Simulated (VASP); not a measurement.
# CaSe (Fm-3m) in VASP: notebook

CaSe is run at these levels: PBE+D3(BJ), PBE; tasks: relaxation of cell and atoms.

All numbers are computed with VASP 6.6.1; they aren't measurements. Logs are shortened: lines on timing, memory, paths and dates and some standing lists are left out, and cuts for length are marked.

## 1. The cell of the first run

The structure is cubic, space group Fm-3m (No. 225). Conventional cell: a = 5.990 Å, b = 5.990 Å, c = 5.990 Å, α = 90.00°, β = 90.00°, γ = 90.00°. Ca (site symmetry m-3m) has 6 Se at 2.99 Å within 3.9 Å. Within 3.9 Å of Se (site symmetry m-3m) lie 6 Ca at 2.99 Å.

## 2. Relaxation of cell and atoms, PBE+D3(BJ)

File INCAR:

```
SYSTEM = CaSe
PREC = Accurate
ENCUT = 600
EDIFF = 1E-7
ISMEAR = -1
SIGMA = 0.02
LREAL = .FALSE.
LASPH = .TRUE.
NELM = 60
ALGO = Normal
ISIF = 3
LWAVE = .FALSE.
LCHARG = .FALSE.
GGA = PE
IVDW = 12
IBRION = 2
NSW = 100
EDIFFG = -0.005
```

File KPOINTS:

```
Automatic mesh
0
G
  7 7 7
  0 0 0
```

File POSCAR:

```
CaSe
1.0
    0.0000000000      2.9948991977      2.9948991977
    2.9948991977      0.0000000000      2.9948991977
    2.9948991977      2.9948991977      0.0000000000
Ca Se
1 1
Direct
    0.0000000000      0.0000000000      0.0000000000
    0.5000000000      0.5000000000      0.5000000000
```

Potentials or basis: VASP PAW PBE potentials, release 64 (Ca_sv, Se).

Launch:

```
> cat potpaw_PBE.64/Ca_sv/POTCAR potpaw_PBE.64/Se/POTCAR > POTCAR
> mpirun -np 1 vasp_std > vasp.out
```

OUTCAR:

```text
SYSTEM = CaSe
   PREC = Accurate
   ENCUT = 600
   EDIFF = 1E-7
   ISMEAR = -1
   LREAL = .FALSE.
   LASPH = .TRUE.
   NELM = 60
   ISIF = 3
   GGA = PE
   IVDW = 12
   IBRION = 2
   NSW = 100
   EDIFFG = -0.005
 IVDW          = 12

 ion  position               nearest neighbor table
   1  0.000  0.000  0.000-
   2  0.500  0.500  0.500-

  LATTYP: Found a face centered cubic cell.
 ALAT       =     5.9897983954

  Lattice vectors:

 A1 = (   0.0000000000,   2.9948991977,   2.9948991977)
 A2 = (   2.9948991977,   0.0000000000,   2.9948991977)
 A3 = (   2.9948991977,   2.9948991977,   0.0000000000)

Analysis of symmetry for initial positions (statically):
=====================================================================
 Subroutine PRICEL returns:
 Original cell was already a primitive cell.

 Routine SETGRP: Setting up the symmetry group for a
 face centered cubic supercell.

 Subroutine GETGRP returns: Found 48 space group operations
 (whereof 48 operations were pure point group operations)
 out of a pool of 48 trial point group operations.

The static configuration has the point symmetry O_h .

Analysis of symmetry for dynamics (positions and initial velocities):
=====================================================================
 Subroutine PRICEL returns:
 Original cell was already a primitive cell.

 Routine SETGRP: Setting up the symmetry group for a
 face centered cubic supercell.

 Subroutine GETGRP returns: Found 48 space group operations
 (whereof 48 operations were pure point group operations)
 out of a pool of 48 trial point group operations.

The dynamic configuration has the point symmetry O_h .

 Subroutine INISYM returns: Found 48 space group operations
 (whereof 48 operations are pure point group operations),
 and found     1 'primitive' translations

----------------------------------------------------------------------------------------

                                     Primitive cell

  volume of cell :      53.7250

  direct lattice vectors                    reciprocal lattice vectors
     0.000000000  2.994899198  2.994899198    -0.166950527  0.166950527  0.166950527
     2.994899198  0.000000000  2.994899198     0.166950527 -0.166950527  0.166950527
     2.994899198  2.994899198  0.000000000     0.166950527  0.166950527 -0.166950527

  length of vectors
     4.235427063  4.235427063  4.235427063     0.289166795  0.289166795  0.289166795

  position of ions in fractional coordinates (direct lattice)
     0.000000000  0.000000000  0.000000000
     0.500000000  0.500000000  0.500000000

  ion indices of the primitive-cell ions
   primitive index   ion index
                 1           1
                 2           2

----------------------------------------------------------------------------------------

 KPOINTS: Automatic mesh

Automatic generation of k-mesh.
 Grid dimensions read from file:
 generate k-points for:    7    7    7

 Generating k-lattice:

  Cartesian coordinates                     Fractional coordinates (reciprocal lattice)
    -0.023850075  0.023850075  0.023850075     0.142857143  0.000000000  0.000000000
     0.023850075 -0.023850075  0.023850075     0.000000000  0.142857143  0.000000000
     0.023850075  0.023850075 -0.023850075     0.000000000  0.000000000  0.142857143

  Length of vectors
     0.041309542  0.041309542  0.041309542

  Shift w.r.t. Gamma in fractional coordinates (k-lattice)
     0.000000000  0.000000000  0.000000000

 Subroutine IBZKPT returns following result:
 ===========================================

 Found     20 irreducible k-points:

 Following reciprocal coordinates:
            Coordinates               Weight
  0.000000  0.000000  0.000000      1.000000
  0.142857  0.000000  0.000000      8.000000
  0.285714  0.000000  0.000000      8.000000
  0.428571  0.000000  0.000000      8.000000
  0.142857  0.142857  0.000000      6.000000
  0.285714  0.142857  0.000000     24.000000
[... 12 lines left out ...]
 -0.428571  0.428571  0.142857     24.000000
 -0.285714  0.428571  0.142857     24.000000
   k-points           NKPTS =     20   k-points in BZ     NKDIM =     20   number of bands    NBANDS=     12
   number of dos      NEDOS =    301   number of ions     NIONS =      2
   total plane-waves  NPLWV =  46656
   dimension x,y,z NGX =    36 NGY =   36 NGZ =   36
   dimension x,y,z NGXF=    72 NGYF=   72 NGZF=   72
   ions per type =               1   1
   NGX,Y,Z   is equivalent  to a cutoff of  14.13, 14.13, 14.13 a.u.
   NGXF,Y,Z  is equivalent  to a cutoff of  28.26, 28.26, 28.26 a.u.
 SYSTEM =  CaSe
   PREC   = accura    normal or accurate (medium, high low for compatibility)
   ISTART =      0    job   : 0-new  1-cont  2-samecut
   ICHARG =      2    charge: 1-file 2-atom 10-const
   ISPIN  =      1    spin polarized calculation?
   LNONCOLLINEAR =      F non collinear calculations
   LSORBIT =      F    spin-orbit coupling
   LASPH  =      T    aspherical Exc in radial PAW
   ENCUT  =  600.0 eV  44.10 Ry    6.64 a.u.   8.46  8.46  8.46*2*pi/ulx,y,z
   NELM   =     60;   NELMIN=  2; NELMDL= -5     # of ELM steps
   EDIFF  = 0.1E-06   stopping-criterion for ELM
   LREAL  =      F    real-space projection
   EDIFFG = -.5E-02   stopping-criterion for IOM
   NSW    =    100    number of steps for IOM
   IBRION =      2    ionic relax: 0-MD 1-quasi-New 2-CG
   NFREE  =      1    steps in history (QN), initial steepest desc. (CG)
   ISIF   =      3    stress and relaxation
   ISYM   =      2    0-nonsym 1-usesym 2-fastsym
   POTIM  = 0.5000    time-step for ionic-motion
   TEBEG  =    0.0;   TEEND  =   0.0 temperature during run
   PSTRESS=    0.0 pullay stress
   NELECT =      16.0000    total number of electrons
   NUPDOWN=      -1.0000    fix difference up-down
   EMIN   =  10.00;   EMAX   =-10.00  energy-range for DOS
   EFERMI =   0.00;   METHOD = LEGACY
   ISMEAR =    -1;   SIGMA  =   0.02  broadening in eV -4-tet -1-fermi 0-gaus
   EFERMI_NEDOS =   21; number of points for ismear=-14 and -15
   IALGO  =     38    algorithm
   IMIX   =      4    mixing-type and parameters
     AMIX     =   0.40;   BMIX     =  1.00
     AMIX_MAG =   1.60;   BMIX_MAG =  1.00
  volume/ion in A,a.u.               =      26.86       181.28
  Fermi-wavevector in a.u.,A,eV,Ry     =   1.093258  2.065958 16.261857  1.195213
  Thomas-Fermi vector in A             =   2.229540
   LORBIT       =      0    0 simple, 1 ext, 2 COOP (PROOUT), +10 PAW based schemes
   GGA     = PE    functional components
   LHFCALC =     F    Hartree Fock is set to
   AEXX    =    0.0000 exact exchange contribution
   IVDW    =    12    specifies the selected vdW correction
   LEPSILON=     F    determine dielectric tensor
   LRPA    =     F    only Hartree local field effects (RPA)
 conjugate gradient relaxation of ions
 non-spin polarized calculation
  energy-cutoff  :      600.00
  volume of cell :       53.73
 maximum number of plane-waves:      1814
 NGX is ok and might be reduce to    36
   NGX = 17   NGY = 17   NGZ = 17

--------------------------------------- Ionic step        1  -------------------------------------------

 number of electron      16.0000001 magnetization

 Free energy of the ion-electron system (eV)
  ---------------------------------------------------
  ext. energy  EPLUGINS =         0.00000000
  ---------------------------------------------------
  free energy    TOTEN  =        -9.48487428 eV

  energy without entropy =       -9.48487428  energy(sigma->0) =       -9.48487428

 E-fermi :   2.6703     XC(G=0):  -8.9976

 val. band max:        2.1921306973   @ k =   0.0000   0.0000   0.0000
 cond. band min:       4.3604116066   @ k =   0.4286   0.4286   0.0000
 fundamental gap:      2.1682809093
 Fermi energy:         2.6703347767

 k-point     1 :       0.0000    0.0000    0.0000
  band No.  band energies     occupation
      1     -37.6733      2.00000
      2     -18.6607      2.00000
      3     -18.6607      2.00000
      4     -18.6607      2.00000
      5      -9.4797      2.00000
      6       2.1921      2.00000
      7       2.1921      2.00000
      8       2.1921      2.00000
      9       5.3362      0.00000
     10       5.9073      0.00000
     11       5.9073      0.00000
     12       5.9073      0.00000

 k-point     2 :       0.1429    0.0000    0.0000
  band No.  band energies     occupation
      1     -37.6723      2.00000
      2     -18.6790      2.00000
      3     -18.6620      2.00000
      4     -18.6620      2.00000
      5      -9.3711      2.00000
      6       1.2822      2.00000
      7       1.9130      2.00000
      8       1.9130      2.00000
      9       5.7570      0.00000
     10       6.1635      0.00000
     11       6.1635      0.00000
     12       6.5541      0.00000
[... 334 lines left out ...]
 POSITION                                       TOTAL-FORCE (eV/Angst)
 -----------------------------------------------------------------------------------
      5.86073      2.93036      2.93036         0.000000     -0.000000      0.000000
      2.93036      2.93036      2.93036        -0.000000      0.000000     -0.000000
 -----------------------------------------------------------------------------------
    total drift:                                0.000000      0.000000      0.000000

  FREE ENERGIE OF THE ION-ELECTRON SYSTEM (eV)
  ---------------------------------------------------
  free  energy   TOTEN  =       -10.1902529860 eV

  energy  without entropy=      -10.1902529860  energy(sigma->0) =      -10.19025299

--------------------------------------- Ionic step        3  -------------------------------------------

 number of electron      16.0000000 magnetization

 Free energy of the ion-electron system (eV)
  ---------------------------------------------------
  ext. energy  EPLUGINS =         0.00000000
  ---------------------------------------------------
  free energy    TOTEN  =        -9.46965622 eV

  energy without entropy =       -9.46965622  energy(sigma->0) =       -9.46965622

 E-fermi :   3.0828     XC(G=0):  -9.2375

 val. band max:        2.5828283052   @ k =   0.0000   0.0000   0.0000
 cond. band min:       4.6211724550   @ k =   0.4286   0.4286   0.0000
 fundamental gap:      2.0383441498
 Fermi energy:         3.0828080177

 k-point     1 :       0.0000    0.0000    0.0000
  band No.  band energies     occupation
      1     -37.1081      2.00000
      2     -18.1061      2.00000
      3     -18.1061      2.00000
      4     -18.1061      2.00000
      5      -9.2847      2.00000
      6       2.5828      2.00000
      7       2.5828      2.00000
      8       2.5828      2.00000
      9       6.0304      0.00000
     10       6.2811      0.00000
     11       6.2811      0.00000
     12       6.2811      0.00000

 k-point     2 :       0.1429    0.0000    0.0000
  band No.  band energies     occupation
      1     -37.1067      2.00000
      2     -18.1303      2.00000
      3     -18.1076      2.00000
      4     -18.1076      2.00000
      5      -9.1586      2.00000
      6       1.6214      2.00000
      7       2.2681      2.00000
      8       2.2681      2.00000
      9       6.2206      0.00000
     10       6.5587      0.00000
     11       6.5587      0.00000
     12       7.2024      0.00000
[... 294 lines left out ...]
 POSITION                                       TOTAL-FORCE (eV/Angst)
 -----------------------------------------------------------------------------------
     -0.00000      0.00000      0.00000        -0.000000      0.000000      0.000000
      2.93855      2.93855      2.93855         0.000000     -0.000000     -0.000000
 -----------------------------------------------------------------------------------
    total drift:                                0.000000      0.000000      0.000000

  FREE ENERGIE OF THE ION-ELECTRON SYSTEM (eV)
  ---------------------------------------------------
  free  energy   TOTEN  =       -10.1908459240 eV

  energy  without entropy=      -10.1908459240  energy(sigma->0) =      -10.19084592

 reached required accuracy - stopping structural energy minimisation
```

Run time: 23 s. Hardware: 1 thread of Intel Xeon 6975P-C (Granite Rapids), shared host; peak memory 0.22 GiB.

What came out:

| Property | Result |
| --- | --- |
| Free energy | -10.1908 eV |
| Relaxed volume | 25.37 Å³/atom |
| Relaxed cell | a = 4.156 Å, b = 4.156 Å, c = 4.156 Å, α = 60.00°, β = 60.00°, γ = 60.00° |
| Space group after relaxing (to 0.05 Å) | Fm-3m (No. 225) |
| Energy gained by relaxing | 13.0 meV/atom |
| Ionic steps | 3 |
| Pressure after relaxing | 0.0 GPa |
| Band gap on the k mesh | 2.04 eV, indirect (least direct gap 2.97 eV) |
| Dispersion energy per atom | -0.361 eV |

The path:
| step | energy change (eV) | largest force (eV/Å) | pressure (GPa) | volume (Å³) |
| --- | --- | --- | --- | --- |
| 1 | 0.0000 | 0.0000 | -2.66 | 53.73 |
| 2 | -0.0254 | 0.0000 | 0.45 | 50.33 |
| 3 | -0.0260 | 0.0000 | 0.01 | 50.75 |

Final structure:
```yaml
crystal:
  lattice:
    - [0.00000, 2.93855, 2.93855]
    - [2.93855, 0.00000, 2.93855]
    - [2.93855, 2.93855, 0.00000]
  atoms:
    - { symbol: Ca, position: [0.00000, 0.00000, 0.00000] }
    - { symbol: Se, position: [0.50000, 0.50000, 0.50000] }
```

Levels at points of the mesh, in eV from the valence-band top:
```tsv
k point	band 5	band 6	band 7	band 8	band 9	band 10	band 11	band 12
(0.00, 0.00, 0.00)	-11.87	0.00	0.00	0.00	3.45	3.70	3.70	3.70
```

A k mesh can miss the band edges. As with any semilocal functional, this PBE gap is likely too small.

## 3. Relaxation of cell and atoms, PBE

File INCAR:

```
SYSTEM = CaSe
PREC = Accurate ; ENCUT = 600
EDIFF = 1E-6 ; ISMEAR = -1
SIGMA = 0.02 ; LREAL = .False.
LASPH = .True. ; NELM = 80
ALGO = Normal ; ISIF = 3
LWAVE = .False. ; LCHARG = .False.
GGA = PE ; IBRION = 2
NSW = 100 ; EDIFFG = -0.005
```

File KPOINTS:

```
Automatic mesh
0
Gamma
  7 7 7
  0 0 0
```

POSCAR is that of step 2.

Potentials or basis: VASP PAW PBE potentials, release 64 (Ca_sv, Se).

Launch:

```
> cat potpaw_PBE.64/Ca_sv/POTCAR potpaw_PBE.64/Se/POTCAR > POTCAR
> mpirun -np 1 vasp_std > vasp.out
```

It took 18 s on 1 thread of Intel Xeon 6975P-C (Granite Rapids), shared host; peak memory 0.22 GiB.

It converged, with:

* Free energy: -9.4860 eV
* Relaxed volume: 26.54 Å³/atom
* Relaxed cell: a = 4.218 Å, b = 4.218 Å, c = 4.218 Å, α = 60.00°, β = 60.00°, γ = 60.00°
* Space group after relaxing (to 0.05 Å): Fm-3m (No. 225)
* Energy gained by relaxing: 0.6 meV/atom
* Ionic steps: 3
* Pressure after relaxing: 0.0 GPa
* Band gap on the k mesh: 2.14 eV, indirect (least direct gap 3.03 eV)

Step by step:
```csv
step,energy change (eV),largest force (eV/Å),pressure (GPa),volume (Å³)
1,0.0000,0.0000,-0.57,53.73
2,-0.0012,0.0000,0.08,52.99
3,-0.0012,0.0000,0.01,53.07
```

Final structure:
```yaml
crystal:
  lattice:
    - [0.00000, 2.98272, 2.98272]
    - [2.98272, 0.00000, 2.98272]
    - [2.98272, 2.98272, 0.00000]
  atoms:
    - { symbol: Ca, position: [0.00000, 0.00000, 0.00000] }
    - { symbol: Se, position: [0.50000, 0.50000, 0.50000] }
```

Levels at points of the mesh, in eV from the valence-band top:
```
           k point  band 4  band 5  band 6  band 7  band 8  band 9  band 10  band 11  band 12
(0.00, 0.00, 0.00)  -20.82  -11.71    0.00    0.00    0.00    3.21     3.71     3.71     3.71
```

A k mesh can miss the band edges.
